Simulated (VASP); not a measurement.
# Cu (P6_3/mmc) in VASP: further runs

Cu is run at these levels: r2SCAN; tasks: single point.

All numbers are computed with VASP 6.6.1; they aren't measurements. Logs are shortened: lines on timing, memory, paths and dates and some standing lists are left out, and cuts for length are marked.

### Step 1. The cell of the first run

The structure is hexagonal, space group P6_3/mmc (No. 194). Conventional cell: a = 2.632 Å, b = 2.632 Å, c = 4.295 Å, α = 90.00°, β = 90.00°, γ = 120.00°. Cu (site symmetry -6m2) has 12 Cu at 2.63 Å within 3.5 Å.

This isn't the form of Cu at room conditions, which is fcc.

### Step 2. Single point, r2SCAN (equal strain along all axes, cell held: +4.0 %)

The input, POSCAR:

```
Cu
1.0
    2.6317228242      0.0000000000      0.0000000000
   -1.3158614121      2.2791388215      0.0000000000
    0.0000000000      0.0000000000      4.2950497828
Cu
2
Direct
    0.3333333333      0.6666666667      0.2500000000
    0.6666666667      0.3333333333      0.7500000000
```

The input, INCAR.step1:

```
SYSTEM = Cu
PREC = Accurate
ENCUT = 520
ISMEAR = 0
SIGMA = 0.1
LREAL = .False.
LASPH = .True.
NELM = 60
NBANDS = 18
GGA = PE
ALGO = Normal
EDIFF = 1E-4
LWAVE = .True.
LCHARG = .False.
```

The input, INCAR.step2:

```
SYSTEM = Cu
PREC = Accurate
ENCUT = 520
EDIFF = 1E-6
ISMEAR = 0
SIGMA = 0.1
LREAL = .False.
LASPH = .True.
NELM = 60
ALGO = Normal
ISIF = 2
LWAVE = .False.
LCHARG = .True.
METAGGA = R2SCAN
LMIXTAU = .True.
LELF = .True.
LVHAR = .True.
NBANDS = 18
ISTART = 1
```

The input, KPOINTS:

```
regular mesh
0
Gamma
  24 24 12
  0 0 0
```

Potentials or basis: VASP PAW PBE potentials, release 64 (Cu).

On the command line:

```sh
cat potpaw_PBE.64/Cu/POTCAR > POTCAR
cp INCAR.step1 INCAR
mpirun -np 1 vasp_std > vasp.out
cp INCAR.step2 INCAR
mpirun -np 1 vasp_std > vasp.out
```

OUTCAR:

```text
SYSTEM = Cu
   PREC = Accurate
   ENCUT = 520
   EDIFF = 1E-6
   ISMEAR = 0
   LREAL = .False.
   LASPH = .True.
   NELM = 60
   ISIF = 2
   METAGGA = R2SCAN
   ISTART = 1

 ion  position               nearest neighbor table
   1  0.333  0.667  0.250-   2 2.63   2 2.63   2 2.63   2 2.63   2 2.63   2 2.63
   2  0.667  0.333  0.750-   1 2.63   1 2.63   1 2.63   1 2.63   1 2.63   1 2.63

  LATTYP: Found a hexagonal cell.
 ALAT       =     2.6317228242
 C/A-ratio  =     1.6320296892

  Lattice vectors:

 A1 = (   2.6317228242,   0.0000000000,   0.0000000000)
 A2 = (  -1.3158614121,   2.2791388215,   0.0000000000)
 A3 = (   0.0000000000,   0.0000000000,   4.2950497828)

Analysis of symmetry for initial positions (statically):
=====================================================================
 Subroutine PRICEL returns:
 Original cell was already a primitive cell.

 Routine SETGRP: Setting up the symmetry group for a
 hexagonal supercell.

 Subroutine GETGRP returns: Found 24 space group operations
 (whereof 12 operations were pure point group operations)
 out of a pool of 24 trial point group operations.

The static configuration has the point symmetry D_3d.
 The point group associated with its full space group is D_6h.

Analysis of symmetry for dynamics (positions and initial velocities):
=====================================================================
 Subroutine PRICEL returns:
 Original cell was already a primitive cell.

 Routine SETGRP: Setting up the symmetry group for a
 hexagonal supercell.

 Subroutine GETGRP returns: Found 24 space group operations
 (whereof 12 operations were pure point group operations)
 out of a pool of 24 trial point group operations.

The dynamic configuration has the point symmetry D_3d.
 The point group associated with its full space group is D_6h.

 Subroutine INISYM returns: Found 24 space group operations
 (whereof 12 operations are pure point group operations),
 and found     1 'primitive' translations

----------------------------------------------------------------------------------------

                                     Primitive cell

  volume of cell :      25.7620

  direct lattice vectors                    reciprocal lattice vectors
     2.631722824  0.000000000  0.000000000     0.379979225  0.219381108  0.000000000
    -1.315861412  2.279138822  0.000000000     0.000000000  0.438762216  0.000000000
     0.000000000  0.000000000  4.295049783     0.000000000  0.000000000  0.232826172

  length of vectors
     2.631722824  2.631722824  4.295049783     0.438762216  0.438762216  0.232826172

  position of ions in fractional coordinates (direct lattice)
     0.333333333  0.666666667  0.250000000
     0.666666667  0.333333333  0.750000000

  ion indices of the primitive-cell ions
   primitive index   ion index
                 1           1
                 2           2

----------------------------------------------------------------------------------------

 KPOINTS: regular mesh

Automatic generation of k-mesh.
 Grid dimensions read from file:
 generate k-points for:   24   24   12

 Generating k-lattice:

  Cartesian coordinates                     Fractional coordinates (reciprocal lattice)
     0.015832468  0.009140880  0.000000000     0.041666667  0.000000000  0.000000000
     0.000000000  0.018281759  0.000000000     0.000000000  0.041666667  0.000000000
     0.000000000  0.000000000  0.019402181     0.000000000  0.000000000  0.083333333

  Length of vectors
     0.018281759  0.018281759  0.019402181

  Shift w.r.t. Gamma in fractional coordinates (k-lattice)
     0.000000000  0.000000000  0.000000000

 Subroutine IBZKPT returns following result:
 ===========================================

 Found    427 irreducible k-points:

 Following reciprocal coordinates:
            Coordinates               Weight
  0.000000  0.000000  0.000000      1.000000
  0.041667  0.000000  0.000000      6.000000
  0.083333 -0.000000  0.000000      6.000000
  0.125000  0.000000  0.000000      6.000000
  0.166667  0.000000  0.000000      6.000000
  0.208333  0.000000  0.000000      6.000000
[... 16 lines left out ...]
  0.416667  0.041667  0.000000     12.000000
  0.458333  0.041667  0.000000     12.000000
 [... further k-points ...]
   k-points           NKPTS =    427   k-points in BZ     NKDIM =    427   number of bands    NBANDS=     18
   number of dos      NEDOS =    301   number of ions     NIONS =      2
   total plane-waves  NPLWV =  12800
   dimension x,y,z NGX =    20 NGY =   20 NGZ =   32
   dimension x,y,z NGXF=    40 NGYF=   40 NGZF=   64
   ions per type =               2
   NGX,Y,Z   is equivalent  to a cutoff of  12.63, 12.63, 12.39 a.u.
   NGXF,Y,Z  is equivalent  to a cutoff of  25.27, 25.27, 24.77 a.u.
 SYSTEM =  Cu
   PREC   = accura    normal or accurate (medium, high low for compatibility)
   ISTART =      1    job   : 0-new  1-cont  2-samecut
   ICHARG =      0    charge: 1-file 2-atom 10-const
   ISPIN  =      1    spin polarized calculation?
   LNONCOLLINEAR =      F non collinear calculations
   LSORBIT =      F    spin-orbit coupling
   LASPH  =      T    aspherical Exc in radial PAW
   ENCUT  =  520.0 eV  38.22 Ry    6.18 a.u.   4.89  4.89  7.99*2*pi/ulx,y,z
   NELM   =     60;   NELMIN=  2; NELMDL=  0     # of ELM steps
   EDIFF  = 0.1E-05   stopping-criterion for ELM
   LREAL  =      F    real-space projection
   EDIFFG = 0.1E-04   stopping-criterion for IOM
   NSW    =      0    number of steps for IOM
   IBRION =     -1    ionic relax: 0-MD 1-quasi-New 2-CG
   NFREE  =      0    steps in history (QN), initial steepest desc. (CG)
   ISIF   =      2    stress and relaxation
   ISYM   =      2    0-nonsym 1-usesym 2-fastsym
   POTIM  = 0.5000    time-step for ionic-motion
   TEBEG  =    0.0;   TEEND  =   0.0 temperature during run
   PSTRESS=    0.0 pullay stress
   NELECT =      22.0000    total number of electrons
   NUPDOWN=      -1.0000    fix difference up-down
   EMIN   =  10.00;   EMAX   =-10.00  energy-range for DOS
   EFERMI =   0.00;   METHOD = LEGACY
   ISMEAR =     0;   SIGMA  =   0.10  broadening in eV -4-tet -1-fermi 0-gaus
   EFERMI_NEDOS =   21; number of points for ismear=-14 and -15
   IALGO  =     38    algorithm
   IMIX   =      4    mixing-type and parameters
     AMIX     =   0.40;   BMIX     =  1.00
     AMIX_MAG =   1.60;   BMIX_MAG =  1.00
  volume/ion in A,a.u.               =      12.88        86.93
  Fermi-wavevector in a.u.,A,eV,Ry     =   1.553183  2.935091 32.822396  2.412378
  Thomas-Fermi vector in A             =   2.657451
   LORBIT       =      0    0 simple, 1 ext, 2 COOP (PROOUT), +10 PAW based schemes
   METAGGA = R2SCAN    functional components
   LHFCALC =     F    Hartree Fock is set to
   AEXX    =    0.0000 exact exchange contribution
   IVDW    =     0    specifies the selected vdW correction
   LEPSILON=     F    determine dielectric tensor
   LRPA    =     F    only Hartree local field effects (RPA)
 non-spin polarized calculation
 Gauss-broadening in eV      SIGMA  =   0.10
  energy-cutoff  :      520.00
  volume of cell :       25.76
 maximum number of plane-waves:       711
 NGX is ok and might be reduce to    20
   NGX =  9   NGY =  9   NGZ = 15

 number of electron      22.0000017 magnetization

 Free energy of the ion-electron system (eV)
  ---------------------------------------------------
  ext. energy  EPLUGINS =         0.00000000
  ---------------------------------------------------
  free energy    TOTEN  =       -21.50845156 eV

  energy without entropy =      -21.50566288  energy(sigma->0) =      -21.50705722

 E-fermi :   6.3793     XC(G=0): -13.1672

 val. band max:        6.3741879707   @ k =   0.5000   0.0000   0.0833
 cond. band min:       6.3862367927   @ k =   0.4167   0.0833   0.3333
 fundamental gap:      0.0120488220
 Fermi energy:         6.3793311841

 k-point     1 :       0.0000    0.0000    0.0000
  band No.  band energies     occupation
      1      -2.6183      2.00000
      2       1.6299      2.00000
      3       3.5093      2.00000
      4       3.5551      2.00000
      5       3.5553      2.00000
      6       3.7379      2.00000
[... 10 lines left out ...]
     17      29.5087      0.00000
     18      29.5090      0.00000

 k-point     2 :       0.0417    0.0000    0.0000
  band No.  band energies     occupation
      1      -2.5634      2.00000
      2       1.6606      2.00000
      3       3.4679      2.00000
      4       3.5734      2.00000
      5       3.5923      2.00000
      6       3.7288      2.00000
[... 10 lines left out ...]
     17      30.2633      0.00000
     18      30.2656      0.00000

 k-point     3 :       0.0833   -0.0000    0.0000
  band No.  band energies     occupation
      1      -2.3992      2.00000
      2       1.7495      2.00000
      3       3.3996      2.00000
      4       3.6275      2.00000
      5       3.6438      2.00000
      6       3.7078      2.00000
[... 10 lines left out ...]
     17      30.6034      0.00000
     18      30.8529      0.00000

 k-point     4 :       0.1250    0.0000    0.0000
  band No.  band energies     occupation
      1      -2.1284      2.00000
      2       1.8861      2.00000
      3       3.3191      2.00000
      4       3.6404      2.00000
      5       3.6766      2.00000
      6       3.7146      2.00000
[... 375 lines left out ...]
      4       3.2703      2.00000
      5       3.5073      2.00000
      6       3.6306      2.00000
[... 10 lines left out ...]
     17      19.5815      0.00000
     18      25.6499      0.00000

 k-point    23 :       0.4167    0.0417    0.0000
  band No.  band energies     occupation
      1       1.6855      2.00000
      2       2.1944      2.00000
      3       2.3756      2.00000
      4       3.4025      2.00000
      5       3.4850      2.00000
      6       3.5941      2.00000
[... 10 lines left out ...]
     17      19.1231      0.00000
     18      25.5229      0.00000

 k-point    24 :       0.4583    0.0417    0.0000
  band No.  band energies     occupation
      1       1.8607      2.00000
      2       2.1465      2.00000
      3       2.3453      2.00000
      4       3.4742      2.00000
      5       3.4997      2.00000
      6       3.5746      2.00000
[... 10 lines left out ...]
     17      18.9619      0.00000
     18      25.4610      0.00000

 [... further k-points ...]
[... 5 lines left out ...]
  --------------------------------------------------------------------------------------
  -------------------------------------------------------------------------------------
  Total       -2.2269680     -2.2269680     -2.1235804      0.0000000      0.0000000      0.0000000
  in kB     -138.4986147   -138.4986147   -132.0687777      0.0000000      0.0000000      0.0000000
  external PRESSURE =    -136.3553357 kB  Pullay stress =       0.0000000 kB

 VOLUME and BASIS-vectors are now :
 -----------------------------------------------------------------------------
  energy-cutoff  :      520.00
  volume of cell :       25.76
      direct lattice vectors                 reciprocal lattice vectors
     2.631722824  0.000000000  0.000000000     0.379979225  0.219381108  0.000000000
    -1.315861412  2.279138822  0.000000000     0.000000000  0.438762216  0.000000000
     0.000000000  0.000000000  4.295049783     0.000000000  0.000000000  0.232826172

 POSITION                                       TOTAL-FORCE (eV/Angst)
 -----------------------------------------------------------------------------------
     -0.00000      1.51943      1.07376         0.000000     -0.000000      0.000000
      1.31586      0.75971      3.22129        -0.000000      0.000000      0.000000
 -----------------------------------------------------------------------------------
    total drift:                                0.000000     -0.000000      0.000000

  FREE ENERGIE OF THE ION-ELECTRON SYSTEM (eV)
  ---------------------------------------------------
  free  energy   TOTEN  =       -21.5084515578 eV

  energy  without entropy=      -21.5056628795  energy(sigma->0) =      -21.50705722
```

It took 5 min on 1 thread of Intel Xeon 6975P-C (Granite Rapids), shared host; peak memory 0.27 GiB.

Results:

```yaml
Free_energy: -21.5085 eV
Pressure: -13.6 GPa
Band_gap_on_the_k_mesh: zero (bands 11 and 12 overlap by 5.94 eV)
```

Levels at points of the mesh, in eV from the Fermi level:
```tsv
k point	band 7	band 8	band 9	band 10	band 11	band 12	band 13	band 14	band 15	band 16
(0.00, 0.00, 0.00)	-2.64	-2.40	-2.40	-1.73	-1.73	-0.78	3.56	21.41	21.41	21.42
(0.50, 0.00, 0.00)	-2.60	-1.65	-1.61	-1.56	0.01	1.47	7.71	8.06	10.49	10.65
(0.00, 0.00, 0.50)	-2.86	-2.86	-1.93	-1.93	-1.93	-1.93	12.27	12.27	22.12	22.12
(0.50, 0.00, 0.50)	-1.86	-1.86	-1.60	-1.60	0.62	0.62	4.63	4.63	15.96	15.96
```

Caveat: the cell differs from its parent crystal (equal strain along all axes, cell held: +4.0 %); the cell stands under tension; the PAW data sets were made with another functional, which shifts forces and pressure a little.

### Step 3. Single point, r2SCAN (equal strain along all axes, cell held: +6.0 %)

The input, POSCAR:

```
Cu
1.0
    2.6823328785      0.0000000000      0.0000000000
   -1.3411664392      2.3229684142      0.0000000000
    0.0000000000      0.0000000000      4.3776468940
Cu
2
Direct
    0.3333333333      0.6666666667      0.2500000000
    0.6666666667      0.3333333333      0.7500000000
```

The input, INCAR.step1:

```
ALGO = Normal ; EDIFF = 1E-4
ENCUT = 520 ; GGA = PE
ISMEAR = 0 ; LASPH = True
LCHARG = False ; LREAL = False
LWAVE = True ; NBANDS = 18
NELM = 100 ; PREC = Accurate
SIGMA = 0.1
```

The input, INCAR.step2:

```
ALGO = Normal ; EDIFF = 1E-7
ENCUT = 520 ; ISIF = 2
ISMEAR = 0 ; ISTART = 1
LASPH = True ; LCHARG = False
LMIXTAU = True ; LREAL = False
LWAVE = False ; METAGGA = R2SCAN
NBANDS = 18 ; NELM = 100
PREC = Accurate ; SIGMA = 0.1
```

The input, KPOINTS:

```
k-points
0
Gamma
  24 24 12
```

Potentials or basis: VASP PAW PBE potentials, release 64 (Cu).

On the command line:

```sh
cat potpaw_PBE.64/Cu/POTCAR > POTCAR
cp INCAR.step1 INCAR
mpirun -np 1 vasp_std > vasp.out
cp INCAR.step2 INCAR
mpirun -np 1 vasp_std > vasp.out
```

Run time: 6.5 min. Hardware: 1 thread of Intel Xeon 6975P-C (Granite Rapids), shared host; peak memory 0.28 GiB.

It converged, with:

| Property | Result |
| --- | --- |
| Free energy | -21.3603 eV |
| Pressure | -17.6 GPa |
| Band gap on the k mesh | zero (bands 11 and 12 overlap by 5.75 eV) |

Stress tensor (GPa, compression positive):
```
-17.80   0.00   0.00
  0.00 -17.80   0.00
  0.00   0.00 -17.15
```

Levels at points of the mesh, in eV from the Fermi level:
```
           k point  band 7  band 8  band 9  band 10  band 11  band 12  band 13  band 14  band 15  band 16
(0.00, 0.00, 0.00)   -2.52   -2.30   -2.30    -1.69    -1.69    -0.63     3.28    20.55    20.55    20.93
(0.50, 0.00, 0.00)   -2.48   -1.61   -1.58    -1.53     0.01     1.35     7.45     7.72    10.08    10.14
(0.00, 0.00, 0.50)   -2.72   -2.72   -1.87    -1.87    -1.87    -1.87    11.80    11.80    21.60    21.60
(0.50, 0.00, 0.50)   -1.79   -1.79   -1.57    -1.57     0.67     0.67     4.33     4.33    15.37    15.37
```

Caveat: the cell differs from its parent crystal (equal strain along all axes, cell held: +6.0 %); the cell stands under tension; the PAW data sets were made with another functional, which shifts forces and pressure a little.
